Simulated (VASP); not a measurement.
Set up this calculation in VASP 6.6.1, as the native input.

```
Task                   : relaxation of cell and atoms
Functional             : PBE
Potentials or basis    : VASP PAW PBE potentials, release 64 (Y_sv, Zn, C, N)
Cutoff                 : 600 eV
k mesh                 : 4 × 4 × 4
Occupations            : gaussian, width 0.1 eV
Spin                   : no spin polarisation
Dipole correction      : no
Further INCAR settings : ALGO = Normal; EDIFF = 1e-06; IBRION = 2; EDIFFG = -0.04; NSW = 90; ISIF = 3
```

The structure of YZnC4N4 lies in POSCAR:

```
YZnC4N4
1.0
    3.7359986800     -3.8687330000      0.0000000000
    3.7359986800      3.8687330000      0.0000000000
    0.0000000000      0.0000000000      7.4719973600
Y Zn C N
1 1 4 4
Direct
    0.0000000000      0.0000000000      0.0000000000
    0.5000000000      0.5000000000      0.5000000000
    0.8007002900      0.8007002900      0.8007002900
    0.1992997100      0.1992997100      0.1992997100
    0.8007002900      0.8007002900      0.1992997100
    0.1992997100      0.1992997100      0.8007002900
    0.6899782300      0.6899782300      0.6899782300
    0.3100217700      0.3100217700      0.3100217700
    0.6899782300      0.6899782300      0.3100217700
    0.3100217700      0.3100217700      0.6899782300
```

One way to write it, as run:

INCAR

```
ALGO = Normal
EDIFF = 1E-6
EDIFFG = -0.04
ENCUT = 600
GGA = PE
IBRION = 2
ISIF = 3
ISMEAR = 0
LASPH = T
LCHARG = F
LREAL = F
LWAVE = F
NELM = 100
NSW = 90
PREC = Accurate
SIGMA = 0.1
```

KPOINTS

```
k-points
0
Gamma
  4 4 4
```

Potentials or basis: VASP PAW PBE potentials, release 64 (Y_sv, Zn, C, N).

Run with:

```console
$ cat potpaw_PBE.64/Y_sv/POTCAR potpaw_PBE.64/Zn/POTCAR potpaw_PBE.64/C/POTCAR potpaw_PBE.64/N/POTCAR > POTCAR
$ mpirun -np 1 vasp_std > vasp.out
```

It gave:

* Relaxed volume: 22.37 Å³/atom
* Relaxed cell: a = 5.259 Å, b = 5.259 Å, c = 8.140 Å, α = 90.00°, β = 90.00°, γ = 83.42°
* Space group after relaxing (to 0.1 Å): Cmmm (No. 65)
* Energy gained by relaxing: 296.1 meV/atom
* Ionic steps: 63
* Pressure after relaxing: -0.1 GPa
* Largest force after relaxing: 0.035 eV/Å
* Band gap on the k mesh: zero (an odd number of electrons rules out a gap without spin polarisation)

Caveat: an odd number of electrons without spin polarisation forces a metal; a magnetic or distorted state may lie lower.

Run time: 61 min on 1 thread of Intel(R) Xeon(R) 6975P-C (Granite Rapids), with other jobs on the host, peak memory 0.58 GiB.
